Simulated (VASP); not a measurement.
# Au (Cmcm) in VASP: notebook, part 2 of 2

VASP 6.6.1. Earlier steps stand in the parts before.

## Step 3: Relaxation of cell and atoms, PBEsol, target pressure 5 GPa, at which the enthalpy is minimised

This run uses another cell than the first one, of 17.65 Å³/atom.

INCAR reads:

```
SYSTEM = Au
ALGO = Normal
EDIFF = 1E-6
EDIFFG = -0.01
ENCUT = 600
GGA = PS
IBRION = 2
ISIF = 3
ISMEAR = -1
LASPH = .TRUE.
LCHARG = .FALSE.
LREAL = .FALSE.
LWAVE = .FALSE.
NELM = 60
NSW = 60
PREC = Accurate
PSTRESS = 50.0
SIGMA = 0.05
```

KPOINTS reads:

```
k-points
0
G
  11 11 6
  0 0 0
```

POSCAR reads:

```
Au
1.0
    1.4113099650     -2.5559330250      0.0000000000
    1.4113099650      2.5559330250      0.0000000000
    0.0000000000      0.0000000000      4.8931696100
Au
2
Direct
    0.3346720300      0.6653279700      0.2500000000
    0.6653279700      0.3346720300      0.7500000000
```

Potentials or basis: VASP PAW PBE potentials, release 64 (Au).

Started as:

```sh
$ cat potpaw_PBE.64/Au/POTCAR > POTCAR
$ mpirun -np 1 vasp_std > vasp.out
```

OUTCAR:

```text
SYSTEM = Au
   EDIFF = 1E-6
   EDIFFG = -0.01
   ENCUT = 600
   GGA = PS
   IBRION = 2
   ISIF = 3
   ISMEAR = -1
   LASPH = .TRUE.
   LREAL = .FALSE.
   NELM = 60
   NSW = 60
   PREC = Accurate
   PSTRESS = 50.0

 ion  position               nearest neighbor table
   1  0.335  0.665  0.250-   2 2.95   2 2.95   2 2.95   2 2.95   2 2.97   2 2.97
   2  0.665  0.335  0.750-   1 2.95   1 2.95   1 2.95   1 2.95   1 2.97   1 2.97

  LATTYP: Found a base centered orthorhombic cell.
 ALAT       =     2.8226199300
 B/A-ratio  =     1.8110359088
 C/A-ratio  =     1.7335559627

  Lattice vectors:

 A1 = (   1.4113099650,  -2.5559330250,   0.0000000000)
 A2 = (   1.4113099650,   2.5559330250,   0.0000000000)
 A3 = (   0.0000000000,   0.0000000000,   4.8931696100)

Analysis of symmetry for initial positions (statically):
=====================================================================
 Subroutine PRICEL returns:
 Original cell was already a primitive cell.

 Routine SETGRP: Setting up the symmetry group for a
 base centered orthorhombic supercell.

 Subroutine GETGRP returns: Found  8 space group operations
 (whereof  4 operations were pure point group operations)
 out of a pool of  8 trial point group operations.

The static configuration has the point symmetry C_2h.
 The point group associated with its full space group is D_2h.

Analysis of symmetry for dynamics (positions and initial velocities):
=====================================================================
 Subroutine PRICEL returns:
 Original cell was already a primitive cell.

 Routine SETGRP: Setting up the symmetry group for a
 base centered orthorhombic supercell.

 Subroutine GETGRP returns: Found  8 space group operations
 (whereof  4 operations were pure point group operations)
 out of a pool of  8 trial point group operations.

The dynamic configuration has the point symmetry C_2h.
 The point group associated with its full space group is D_2h.

 Subroutine INISYM returns: Found  8 space group operations
 (whereof  4 operations are pure point group operations),
 and found     1 'primitive' translations

----------------------------------------------------------------------------------------

                                     Primitive cell

  volume of cell :      35.3014

  direct lattice vectors                    reciprocal lattice vectors
     1.411309965 -2.555933025  0.000000000     0.354280783 -0.195623279  0.000000000
     1.411309965  2.555933025  0.000000000     0.354280783  0.195623279  0.000000000
     0.000000000  0.000000000  4.893169610     0.000000000  0.000000000  0.204366511

  length of vectors
     2.919689957  2.919689957  4.893169610     0.404701545  0.404701545  0.204366511

  position of ions in fractional coordinates (direct lattice)
     0.334672030  0.665327970  0.250000000
     0.665327970  0.334672030  0.750000000

  ion indices of the primitive-cell ions
   primitive index   ion index
                 1           1
                 2           2

----------------------------------------------------------------------------------------

 KPOINTS: k-points

Automatic generation of k-mesh.
 Grid dimensions read from file:
 generate k-points for:   11   11    6

 Generating k-lattice:

  Cartesian coordinates                     Fractional coordinates (reciprocal lattice)
     0.032207344 -0.017783934  0.000000000     0.090909091  0.000000000  0.000000000
     0.032207344  0.017783934  0.000000000     0.000000000  0.090909091  0.000000000
[... 58 lines left out ...]
   EDIFF  = 0.1E-05   stopping-criterion for ELM
   LREAL  =      F    real-space projection
   EDIFFG = -.1E-01   stopping-criterion for IOM
   NSW    =     60    number of steps for IOM
   IBRION =      2    ionic relax: 0-MD 1-quasi-New 2-CG
   NFREE  =      1    steps in history (QN), initial steepest desc. (CG)
   ISIF   =      3    stress and relaxation
   ISYM   =      2    0-nonsym 1-usesym 2-fastsym
   POTIM  = 0.5000    time-step for ionic-motion
   TEBEG  =    0.0;   TEEND  =   0.0 temperature during run
   PSTRESS=   50.0 pullay stress
   NELECT =      22.0000    total number of electrons
   NUPDOWN=      -1.0000    fix difference up-down
   EMIN   =  10.00;   EMAX   =-10.00  energy-range for DOS
   EFERMI =   0.00;   METHOD = LEGACY
   ISMEAR =    -1;   SIGMA  =   0.05  broadening in eV -4-tet -1-fermi 0-gaus
   EFERMI_NEDOS =   21; number of points for ismear=-14 and -15
   IALGO  =     38    algorithm
   IMIX   =      4    mixing-type and parameters
     AMIX     =   0.40;   BMIX     =  1.00
     AMIX_MAG =   1.60;   BMIX_MAG =  1.00
  volume/ion in A,a.u.               =      17.65       119.11
  Fermi-wavevector in a.u.,A,eV,Ry     =   1.398358  2.642513 26.604898  1.955405
  Thomas-Fermi vector in A             =   2.521524
   LORBIT       =      0    0 simple, 1 ext, 2 COOP (PROOUT), +10 PAW based schemes
   GGA     = PS    functional components
   LHFCALC =     F    Hartree Fock is set to
   AEXX    =    0.0000 exact exchange contribution
   IVDW    =     0    specifies the selected vdW correction
   LEPSILON=     F    determine dielectric tensor
   LRPA    =     F    only Hartree local field effects (RPA)
 conjugate gradient relaxation of ions
 non-spin polarized calculation
  energy-cutoff  :      600.00
  volume of cell :       35.30
 maximum number of plane-waves:      1195
   NGX = 11   NGY = 11   NGZ = 19

--------------------------------------- Ionic step        1  -------------------------------------------

 number of electron      21.9999997 magnetization

 Free energy of the ion-electron system (eV)
  ---------------------------------------------------
  ext. energy  EPLUGINS =         0.00000000
  ---------------------------------------------------
  free energy    TOTEN  =        -7.80583483 eV

  energy without entropy =       -7.79837657  energy(sigma->0) =       -7.80210570

------------------------ aborting loop because EDIFF is reached ----------------------------------------

  FORCE on cell =-STRESS in cart. coord.  units (eV):
  Direction    XX          YY          ZZ          XY          YZ          ZX
  --------------------------------------------------------------------------------------
  -------------------------------------------------------------------------------------
  Total       -0.6213793     -1.5179839     -1.4320342      0.0000000     -0.0000000      0.0000000
  in kB      -28.2016972    -68.8946672    -64.9937867      0.0000000     -0.0000000      0.0000000
  external PRESSURE =    -104.0300504 kB  Pullay stress =      50.0000000 kB
[... 25 lines left out ...]
--------------------------------------- Ionic step        2  -------------------------------------------

 number of electron      22.0000001 magnetization

 E-fermi :  11.6886     XC(G=0): -13.7007

 val. band max:       11.6030380620   @ k =   0.3636   0.0909   0.5000
 cond. band min:      11.7202261306   @ k =  -0.4545   0.2727   0.5000
 fundamental gap:      0.1171880686
 Fermi energy:        11.6886359663

 k-point     1 :       0.0000    0.0000    0.0000
  band No.  band energies     occupation
      1       0.2640      2.00000
      2       2.9310      2.00000
      3       5.9874      2.00000
      4       6.1709      2.00000
      5       6.5428      2.00000
      6       6.6102      2.00000
      7       6.9194      2.00000
      8       7.5650      2.00000
      9       7.7119      2.00000
     10       9.3706      2.00000
     11       9.3871      2.00000
     12       9.7959      2.00000
     13      15.1198      0.00000
     14      26.0692      0.00000
[... 486 lines left out ...]
  energy  without entropy=       -7.8105705482  energy(sigma->0) =       -7.81431187

  enthalpy is  TOTEN    =        -6.7828944505 eV   P V=        1.0351587342

[... ionic steps 4 to 7 ...]

--------------------------------------- Ionic step        8  -------------------------------------------

 number of electron      22.0000001 magnetization

------------------------ aborting loop because EDIFF is reached ----------------------------------------
[... 71 lines left out ...]
--------------------------------------- Ionic step       10  -------------------------------------------

 number of electron      22.0000001 magnetization

 Free energy of the ion-electron system (eV)
  ---------------------------------------------------
  ext. energy  EPLUGINS =         0.00000000
  ---------------------------------------------------
  free energy    TOTEN  =        -7.82637884 eV

  energy without entropy =       -7.81899247  energy(sigma->0) =       -7.82268565

 E-fermi :   9.7394     XC(G=0): -13.0575

 val. band max:        9.6729894387   @ k =  -0.4545   0.4545   0.5000
 cond. band min:       9.7429931600   @ k =  -0.4545   0.2727   0.5000
 fundamental gap:      0.0700037213
 Fermi energy:         9.7394409975

 k-point     1 :       0.0000    0.0000    0.0000
  band No.  band energies     occupation
      1      -0.4644      2.00000
      2       2.1080      2.00000
      3       4.8017      2.00000
      4       5.0089      2.00000
      5       5.0783      2.00000
      6       5.3756      2.00000
      7       5.4080      2.00000
      8       6.0067      2.00000
      9       6.0855      2.00000
     10       7.5259      2.00000
     11       7.5805      2.00000
     12       8.4812      2.00000
     13      12.7188      0.00000
     14      24.2303      0.00000
[... 448 lines left out ...]
  energy  without entropy=       -7.8189924671  energy(sigma->0) =       -7.82268565

  enthalpy is  TOTEN    =        -6.7931433708 eV   P V=        1.0332354656

 reached required accuracy - stopping structural energy minimisation
```

OSZICAR:

```text
N       E                     dE             d eps       ncg     rms          rms(c)
DAV:   1     0.130832921142E+03    0.13083E+03   -0.12879E+04  4320   0.159E+03
DAV:   2    -0.665440488707E+01   -0.13749E+03   -0.13224E+03  4670   0.304E+02
DAV:   3    -0.847561607838E+01   -0.18212E+01   -0.18096E+01  5265   0.364E+01
DAV:   4    -0.848365535789E+01   -0.80393E-02   -0.80387E-02  5013   0.239E+00
[... 69 lines left out ...]
   9 F= -.67931441E+01 E0= -.67894475E+01  d E =-.276546E-04
       N       E                     dE             d eps       ncg     rms          rms(c)
DAV:   1    -0.782638936157E+01    0.20874E-03   -0.20171E-04  4446   0.145E-01    0.192E-02
DAV:   2    -0.782637917151E+01    0.10190E-04   -0.22568E-05  4705   0.482E-02    0.889E-03
DAV:   3    -0.782637883644E+01    0.33507E-06   -0.13359E-06  2349   0.114E-02
  10 F= -.67931434E+01 E0= -.67894502E+01  d E =-.268755E-04
```

CONTCAR:

```text
Au
   1.00000000000000
     1.4194931385662990   -2.4687082505998426   -0.0000000000000000
     1.4194931385662990    2.4687082505998426    0.0000000000000000
     0.0000000000000000    0.0000000000000000    4.7239666303518746
  Au
     2
Direct
     0.3352276540593687    0.6647723459406312    0.2500000000000000
     0.6647723459406312    0.3352276540593687    0.7500000000000000

  0.00000000E+00  0.00000000E+00  0.00000000E+00
  0.00000000E+00  0.00000000E+00  0.00000000E+00
```

Run time: 8.8 min. Hardware: 1 thread of Intel Xeon 8259CL, shared host; peak memory 0.23 GiB.

What came out:

| Item | Value |
| --- | --- |
| Free energy | -7.8264 eV |
| Relaxed volume | 16.55 Å³/atom |
| Relaxed cell | a = 2.848 Å, b = 2.848 Å, c = 4.724 Å, α = 90.00°, β = 90.00°, γ = 120.20° |
| Space group after relaxing (to 0.1 Å) | P6_3/mmc (No. 194) |
| Energy change on relaxing (the run minimises the enthalpy) | -10.3 meV/atom |
| Ionic steps | 10 |
| Pressure after relaxing | 5.0 GPa |
| Largest force after relaxing | 0.003 eV/Å |
| Band gap on the k mesh | zero (bands 11 and 12 overlap by 6.46 eV) |

Forces on the atoms (eV/Å):
```
Au   0.000  0.003  0.000
Au   0.000 -0.003  0.000
```

Stress tensor (GPa, compression positive):
```
5.04 0.00 0.00
0.00 4.91 0.00
0.00 0.00 5.06
```

The path:
| step | energy change (eV) | largest force (eV/Å) | pressure (GPa) | volume (Å³) |
| --- | --- | --- | --- | --- |
| 1 | 0.0000 | 0.0201 | -5.40 | 35.30 |
| 2 | 0.3611 | 0.0272 | 34.25 | 29.76 |
| 3 | -0.0122 | 0.0365 | 5.02 | 33.17 |
| 4 | -0.0108 | 0.0368 | 5.31 | 33.12 |
| 5 | -0.0188 | 0.0142 | 5.16 | 33.10 |
| 6 | -0.0195 | 0.0051 | 5.21 | 33.08 |
| 7 | -0.0195 | 0.0030 | 5.20 | 33.08 |
| 8 | -0.0225 | 0.0032 | 4.59 | 33.17 |
| 9 | -0.0208 | 0.0032 | 4.91 | 33.12 |
| 10 | -0.0205 | 0.0034 | 5.00 | 33.11 |

Final structure:
```yaml
crystal:
  lattice:
    - [1.41949, -2.46871, 0.00000]
    - [1.41949, 2.46871, 0.00000]
    - [0.00000, 0.00000, 4.72397]
  atoms:
    - { symbol: Au, position: [0.33523, 0.66477, 0.25000] }
    - { symbol: Au, position: [0.66477, 0.33523, 0.75000] }
```

Caveat: the cell is relaxed towards a set pressure, so the run minimises the enthalpy, not the energy; the PAW data sets were made with another functional, which shifts forces and pressure a little; spin-orbit coupling is left out, which moves the levels of the heavy elements.

## Step 4: Relaxation of cell and atoms, PBEsol, target pressure 10 GPa, at which the enthalpy is minimised

This run uses another cell than the first one, of 17.65 Å³/atom.

INCAR reads:

```
ALGO = Fast
EDIFF = 1E-6
EDIFFG = -0.01
ENCUT = 600
GGA = PS
IBRION = 2
ISIF = 3
ISMEAR = -1
LASPH = True
LCHARG = False
LREAL = False
LWAVE = False
NELM = 100
NSW = 60
PREC = Accurate
PSTRESS = 100.0
SIGMA = 0.05
```

KPOINTS reads:

```
k-points
0
Gamma
  11 11 6
```

POSCAR is that of step 3.

Started as:

```sh
$ cat potpaw_PBE.64/Au/POTCAR > POTCAR
$ mpirun -np 1 vasp_std > vasp.out
```

Wall time 12 min (1 thread of Intel Xeon 8259CL, shared host); peak memory 0.23 GiB.

The run converged. Its results:

- Free energy: -7.7913 eV
- Relaxed volume: 16.18 Å³/atom
- Relaxed cell: a = 2.824 Å, b = 2.824 Å, c = 4.688 Å, α = 90.00°, β = 90.00°, γ = 120.11°
- Space group after relaxing (to 0.1 Å): P6_3/mmc (No. 194)
- Energy change on relaxing (the run minimises the enthalpy): +7.3 meV/atom
- Ionic steps: 14
- Pressure after relaxing: 10.0 GPa
- Largest force after relaxing: 0.007 eV/Å
- Band gap on the k mesh: zero (bands 11 and 12 overlap by 6.59 eV)

Forces in eV/Å, atoms in the order of the input:
```
Au   0.000  0.007  0.000
Au   0.000 -0.007  0.000
```

The path:
```csv
step,energy change (eV),largest force (eV/Å),pressure (GPa),volume (Å³)
1,0.0000,0.0202,-5.43,35.30
2,1.1511,0.0391,71.95,27.30
3,0.0177,0.0430,9.27,32.51
4,0.0240,0.0435,10.07,32.40
5,0.0275,0.0438,10.47,32.35
6,0.0193,0.0078,10.44,32.29
7,0.0200,0.0106,10.55,32.27
8,0.0198,0.0069,10.55,32.27
9,0.0050,0.0066,8.82,32.51
10,0.0146,0.0080,10.00,32.35
11,0.0144,0.0072,9.94,32.35
12,0.0145,0.0075,9.93,32.35
13,0.0145,0.0063,9.96,32.35
14,0.0145,0.0070,9.97,32.35
```

Final structure:
```
CELL_PARAMETERS angstrom
1.40984 -2.44728 0.00000
1.40984 2.44728 0.00000
0.00000 0.00000 4.68813
ATOMIC_POSITIONS crystal
Au 0.33509 0.66491 0.25000
Au 0.66491 0.33509 0.75000
```

Levels at points of the mesh, in eV from the Fermi level:
```
           k point  band 9  band 10  band 11  band 12  band 13  band 14
(0.00, 0.00, 0.00)   -3.74    -2.24    -2.18    -1.37     3.11    14.47
(0.00, 0.00, 0.50)   -2.73    -2.73    -2.70    -2.70    11.23    11.23
```

Caveat: the cell is relaxed towards a set pressure, so the run minimises the enthalpy, not the energy; the PAW data sets were made with another functional, which shifts forces and pressure a little; spin-orbit coupling is left out, which moves the levels of the heavy elements.

## Step 5: Overview

| task | level | cell | k mesh | cutoff (eV) | grid for exact exchange (PRECFOCK) | share of exact exchange | gap on the mesh (eV) | pressure (GPa) | largest force (eV/Å) |
| --- | --- | --- | --- | --- | --- | --- | --- | --- | --- |
| single point | PBE0 | a = 2.939, b = 2.939, c = 4.926 Å, angles 90.0, 90.0, 122.2°, 2 atoms | 6 × 6 × 4 | 520 | Normal | 0.25 | none | -2.4 | 0.01 |
| relaxation of cell and atoms | PBEsol | relaxed to 5 GPa from a = 2.920, b = 2.920, c = 4.893 Å, angles 90.0, 90.0, 122.2°, 2 atoms | 11 × 11 × 6 | 600 | - | - | none | 5.0 | - |
| relaxation of cell and atoms | PBEsol | relaxed to 10 GPa from a = 2.920, b = 2.920, c = 4.893 Å, angles 90.0, 90.0, 122.2°, 2 atoms | 11 × 11 × 6 | 600 | - | - | none | 10.0 | 0.01 |

Alike in all rows: potentials or basis VASP PAW PBE potentials, release 64 (Au); no spin polarisation; smearing fermi-dirac 0.05 eV.

Caveats: some runs use coarse meshes; the PAW data sets were made with another functional, which shifts forces and pressure a little; spin-orbit coupling is left out, which moves the levels of the heavy elements; the cell is relaxed towards a set pressure, so the run minimises the enthalpy, not the energy (at least some runs).

Absolute energies hang on the potentials; compare differences alone.

The gap in the log of VASP goes by the Fermi energy; the results here count the filled bands.